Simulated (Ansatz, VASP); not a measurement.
# Two plane-wave programs on Al2Pt

```
Al Pt
1.0
     0.00000    2.95500    2.95500
     2.95500    0.00000    2.95500
     2.95500    2.95500    0.00000
Al Pt
2 1
Direct
  0.21250 0.21250 0.21250
  0.75000 0.75000 0.75000
  0.03750 0.03750 0.03750
```

Change from the starting cell: shortest bond scaled by 0.7, PAW files.

Alike in both runs: task electric field gradients; functional PBE; k mesh 9 × 9 × 9; occupations fermi-dirac, width 0.05 eV; no spin polarisation.

|  | VASP | Ansatz |
| --- | --- | --- |
| version | VASP 6.6.1 | Ansatz 0.2.0 |
| potentials or method | VASP PAW PBE potentials, release 64 (Al, Pt_sv_GW) | PAW with Ansatz's default frozen-core files, scalar-relativistic |
| plane-wave cutoff (eV) | 430 | 420 |
| valence electrons in the cell | 24 | 24 |

|  | VASP | Ansatz | Ansatz less VASP |
| --- | --- | --- | --- |
| rms of the force components (eV/Å) | 10.072 | 10.032 | -0.0403 |
| size of Vzz on the site where it differs most (V/Å²) | 185.7 | 214.9 | +29.25 |

Atom by atom the forces differ by 0.040 eV/Å (rms over components). The functional is the same, so the differences come from potentials, cutoffs and numerics.

Spin-orbit coupling is off throughout.
